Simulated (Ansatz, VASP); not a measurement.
**GaP: VASP beside Ansatz**

POSCAR

```
GaP
1.0
    0.0000000000      2.7069591804      2.7069591804
    2.7069591804      0.0000000000      2.7069591804
    2.7069591804      2.7069591804      0.0000000000
Ga P
1 1
Direct
    0.0000000000      0.0000000000      0.0000000000
    0.7500000000      0.7500000000      0.7500000000
```

Contents of INCAR.step1:

```
SYSTEM = GaP
PREC = Accurate
ENCUT = 520
EDIFF = 1E-5
ISMEAR = -1
SIGMA = 0.05
LREAL = .False.
LASPH = .True.
NELM = 80
ALGO = Normal
ISIF = 2
LWAVE = .True.
LCHARG = .False.
GGA = PE
NBANDS = 16
```

INCAR.step2

```
SYSTEM = GaP
PREC = Accurate
ENCUT = 520
EDIFF = 1E-7
ISMEAR = -1
SIGMA = 0.05
LREAL = .False.
LASPH = .True.
NELM = 80
ALGO = Normal
ISIF = 2
LWAVE = .False.
LCHARG = .False.
METAGGA = R2SCAN
LHFCALC = .True.
AEXX = 0.1
LMIXTAU = .True.
PRECFOCK = Normal
ISTART = 1
NBANDS = 16
```

The input KPOINTS:

```
regular mesh
0
Gamma
  4 4 4
  0 0 0
```

File input.yaml:

```yaml
crystal:
  lattice:
    - [0.0, 2.7069591804, 2.7069591804]
    - [2.7069591804, 0.0, 2.7069591804]
    - [2.7069591804, 2.7069591804, 0.0]
  atoms:
    - { symbol: Ga, position: [0.0, 0.0, 0.0] }
    - { symbol: P, position: [0.75, 0.75, 0.75] }
hamiltonian:
  xc: r2scanh
  pseudopotentials: { kind: paw }
kpoints:
  mp_grid: { grid: [4, 4, 4] }
scf:
  occupations: { method: fermi_dirac, width: 0.05 }
output:
  forces: true
  stress: true
  eigenvalues: true
```

Alike in both runs: task single point; functional r2SCANh; k mesh 4 × 4 × 4; occupations fermi-dirac, width 0.05 eV; no spin polarisation.

```csv
,VASP,Ansatz
version,VASP 6.6.1,Ansatz 0.2.0
potentials or method,"VASP PAW PBE potentials, release 64 (Ga_d, P)",Ansatz PAW
plane-wave cutoff (eV),520,500
valence electrons in the cell,18,18
```

```tsv
	VASP	Ansatz	Ansatz less VASP
gap on the k mesh at the Fermi level (eV)	2.36	2.33	-0.023
least direct gap on the mesh (eV)	3.12	3.12	+0.002
pressure (GPa)	1.9	2.0	+0.13
```

VASP's potentials were made for PBE, not for r2SCANh.

The k mesh is coarse, so the values compare programs but aren't converged.
